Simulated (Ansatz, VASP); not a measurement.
Ge: VASP beside Ansatz

The input INCAR:

```
SYSTEM = Ge
PREC = Accurate ; ENCUT = 520
EDIFF = 1E-7 ; ISMEAR = 0
SIGMA = 0.1 ; LREAL = .False.
LASPH = .True. ; NELM = 60
ALGO = Normal ; ISIF = 2
LWAVE = .False. ; LCHARG = .False.
LDIPOL = .True. ; IDIPOL = 3
DIPOL = 0.5 0.5 0.387 ; GGA = PE
IVDW = 12 ; NBANDS = 36
```

File KPOINTS:

```
Automatic mesh
0
Gamma
  9 9 1
  0 0 0
```

File POSCAR:

```
Ge
1.0
    4.0226895355      0.0000000000      0.0000000000
   -2.0113447678      3.4837513293      0.0000000000
    0.0000000000      0.0000000000     18.8685220287
Ge
4
Direct
    0.3333333333      0.6666666667      0.2747571329
    0.6666666667      0.3333333333      0.2384924475
    0.0000000000      1.8888888889      0.5362646853
    0.3333333333      1.5555555556      0.5000000000
```

Input for Ansatz:

```yaml
crystal:
  lattice:
    - [4.0226895355, 0.0, 0.0]
    - [-2.0113447678, 3.4837513293, 0.0]
    - [0.0, 0.0, 18.8685220287]
  atoms:
    - { symbol: Ge, position: [0.3333333333, 0.6666666667, 0.2747571329] }
    - { symbol: Ge, position: [0.6666666667, 0.3333333333, 0.2384924475] }
    - { symbol: Ge, position: [0.0, 1.8888888889, 0.5362646853] }
    - { symbol: Ge, position: [0.3333333333, 1.5555555556, 0.5] }
basis:
  ecutwfc: 420
kpoints:
  mp_grid: { grid: [9, 9, 1] }
hamiltonian:
  xc: pbe
  pseudopotentials: { kind: paw, azcp: { folder: soft_1 } }
  dispersion: d3bj
scf:
  occupations: { method: gaussian, width: 0.1 }
output:
  forces: true
  eigenvalues: true
efield:
  axis: 3
  dipole_correction: true
  ramp_width: 0.04
```

Alike in both runs: task single point; functional PBE; dispersion D3(BJ); k mesh 9 × 9 × 1; occupations gaussian, width 0.1 eV; no spin polarisation.

|  | VASP | Ansatz |
| --- | --- | --- |
| version | VASP 6.6.1 | Ansatz 0.2.0 |
| potentials or method | VASP PAW PBE potentials, release 64 (Ge_d), cutoff 520 eV | scalar-relativistic, plane waves, PAW |
| valence electrons in the cell | 56 | 56 |

|  | VASP | Ansatz | Ansatz less VASP |
| --- | --- | --- | --- |
| gap on the k mesh at the Fermi level (eV) | 0.06 | 0.06 | 0.000 |
| least direct gap on the mesh (eV) | 0.06 | 0.06 | 0.000 |
| rms of the force components (eV/Å) | 0.066 | 0.066 | +0.0002 |

Atom by atom the forces differ by 0.001 eV/Å (rms over components).
